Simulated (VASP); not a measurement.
Here is a VASP 6.6.1 calculation.

File INCAR:

```
PREC = Accurate
ENCUT = 600
EDIFF = 1E-6
ISMEAR = 0
SIGMA = 0.2
LREAL = False
LASPH = True
NELM = 100
ALGO = Normal
ISIF = 3
LWAVE = False
LCHARG = False
GGA = PE
IBRION = 2
NSW = 36
EDIFFG = -0.08
```

KPOINTS

```
Automatic mesh
0
Gamma
  5 5 1
```

File POSCAR:

```
Si3As2
1.0
    3.8000000000      0.0000000000      0.0000000000
   -1.9000000000      3.2908965300      0.0000000000
    0.0000000000      0.0000000000     16.6000000000
Si As
6 4
Direct
    0.0000000000      0.0000000000      0.0708000000
    0.3333333300      0.6666666700      0.1178000000
    0.3333333300      0.6666666700      0.2593000000
    0.0000000000      0.0000000000      0.9292000000
    0.6666666700      0.3333333300      0.8822000000
    0.6666666700      0.3333333300      0.7407000000
    0.3333333300      0.6666666700      0.6810000000
    0.6666666700      0.3333333300      0.3190000000
    0.3333333300      0.6666666700      0.4630000000
    0.6666666700      0.3333333300      0.5370000000
```

Potentials or basis: VASP PAW PBE potentials, release 64 (Si, As).

Run with:

```sh
$ cat potpaw_PBE.64/Si/POTCAR potpaw_PBE.64/As/POTCAR > POTCAR
$ mpirun -np 1 vasp_std > vasp.out
```

**Question.** What does it give for the space group after relaxing (to 0.05 Å)?

**Answer.** P-3m1 (No. 164).

**Question.** What does it give for the band gap on the k mesh?

**Answer.** Zero (band 22 reaches 5.17 eV, above the bottom of band 23 at 5.12 eV).

**Question.** Estimate the relaxed volume.

**Answer.** 22.76 Å³/atom.

**Question.** Estimate the relaxed cell.

**Answer.** a = 3.783 Å, b = 3.783 Å, c = 18.365 Å, α = 90.00°, β = 90.00°, γ = 120.00°.

Step by step:
```
step  energy change (eV)  largest force (eV/Å)  pressure (GPa)  volume (Å³)
   1              0.0000                0.7915            3.81       207.59
   2             -0.2166                0.5753           -1.90       222.71
   3             -0.2267                0.4775           -1.02       219.97
   4             -0.3192                0.4980           -0.53       218.90
   5             -0.3613                0.5418            0.09       217.66
   6             -0.4200                0.3966            0.34       217.64
   7             -0.4536                0.7429            0.81       217.62
   8             -0.4809                0.6760            0.68       218.45
   9             -0.5440                0.4749            0.31       220.98
  10             -0.5923                0.4698           -0.30       226.07
  11             -0.6212                0.2893           -0.09       226.12
  12             -0.6356                0.3636            0.20       226.17
  13             -0.6445                0.1169            0.02       226.97
  14             -0.6452                0.1509           -0.04       227.30
  15             -0.6480                0.0858            0.02       227.43
  16             -0.6481                0.0806            0.03       227.45
  17             -0.6493                0.0685            0.04       227.64
```

Caveat: the k points lie up to 0.38 Å⁻¹ apart in the final cell; this functional lacks dispersion, which binds the layers, so the pressure and a relaxed spacing across them are unreliable; the relaxation stopped at a loose force limit of 0.08 eV/Å, so its end isn't a converged minimum.
